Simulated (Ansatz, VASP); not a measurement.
# ScAl: VASP beside Ansatz

```xyz
2
Lattice="3.3703 0.0000 0.0000 0.0000 3.3703 0.0000 0.0000 0.0000 3.3703" Properties=species:S:1:pos:R:3 pbc="T T T"
Sc    1.6852    1.6852    1.6852
Al    0.0000    0.0000    0.0000
```

Alike in both runs: functional LDA; k mesh 11 × 11 × 11; occupations fermi-dirac, width 0.05 eV; no spin polarisation.

Ansatz relaxed the structure, and its values are those at the end. VASP's run is a single point on that final structure, the one shown.

|  | VASP | Ansatz |
| --- | --- | --- |
| version | VASP 6.6.1 | Ansatz 0.2.0 |
| potentials or method | VASP PAW LDA potentials, release 64 (Sc_sv, Al) | PAW with Ansatz's default frozen-core files, scalar-relativistic |
| plane-wave cutoff (eV) | 520 | 420 |
| valence electrons in the cell | 14 | 14 |

Ansatz gave:

| Property | Result |
| --- | --- |
| pressure (GPa) | -4.3 |

Problem. What did VASP give for the same quantities?

Solution. Pressure (GPa): -4.1.

LDA's correlation is that of Perdew and Zunger in VASP and of Perdew and Wang (1992) in Ansatz. Ansatz's warnings: stress scf threshold loose.
